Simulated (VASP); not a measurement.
ZnSe (Stilleite):

```
Se Zn
1.0
     0.00000    2.88938    2.88938
     2.88938    0.00000    2.88938
     2.88938    2.88938    0.00000
Se Zn
1 1
Direct
  0.75000 0.75000 0.75000
  0.00000 0.00000 0.00000
```

Base run:

| Quantity | Value |
| --- | --- |
| Program | VASP 6.6.1 |
| Functional | PBE |
| Dispersion | D4 |
| Potentials or basis | VASP PAW PBE potentials, release 64 (Se, Zn) |
| Cutoff | 520 eV |
| k mesh | 8 × 8 × 8 |
| Occupations | fermi-dirac, width 0.05 eV |
| Spin | no spin polarisation |

Its results: band gap on the k mesh 1.06 eV, direct; pressure -3.3 GPa.

Task: The run is repeated on the same cell with these changes: functional from PBE to r2SCAN. What comes out?

Result: Band gap on the k mesh 1.62 eV, direct; pressure -4.0 GPa.

r2SCAN gives the wider gap, since meta-GGAs in the generalised Kohn-Sham scheme recover part of the derivative discontinuity.

Caveats: the PAW data sets were made with another functional, which shifts forces and pressure a little (some runs).

